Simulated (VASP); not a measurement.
A run of VASP 6.6.1 is set up as follows.

The input INCAR:

```
  PREC = Accurate
  ENCUT = 520
  EDIFF = 1E-6
  ISMEAR = 0
  SIGMA = 0.05
  LREAL = False
  LASPH = True
  NELM = 60
  ALGO = Normal
  ISIF = 2
  LWAVE = False
  LCHARG = False
  GGA = PE
  NBANDS = 32
```

The input KPOINTS:

```
Automatic mesh
0
Gamma
  8 8 8
```

Contents of POSCAR:

```
Bi2Te3
1.0
    2.2248063976      1.2844925725     10.6494745158
   -2.2248063976      1.2844925725     10.6494745158
    0.0000000000     -2.5689851451     10.6494745158
Bi Te
2 3
Direct
    0.3976135335      0.3976135335      0.3976135335
    0.6023864665      0.6023864665      0.6023864665
    0.0037560539      0.0037560539      0.0037560539
    0.2152308500      0.2152308500      0.2152308500
    0.7847691500      0.7847691500      0.7847691500
```

Potentials or basis: VASP PAW PBE potentials, release 64 (Bi_d, Te).

Command:

```sh
$ cat potpaw_PBE.64/Bi_d/POTCAR potpaw_PBE.64/Te/POTCAR > POTCAR
$ mpirun -np 1 vasp_std > vasp.out
```

(1) Estimate the largest force.

(2) Estimate the pressure.

(3) What does it give for the band gap on the k mesh?

## Answers

(1) 0.509 eV/Å.

(2) 0.1 GPa.

(3) 0.51 eV.

Caveat: the cell differs from its parent crystal (atom 3 (Te) moved 0.12 Å along z); spin-orbit coupling is left out, which moves the levels of the heavy elements.
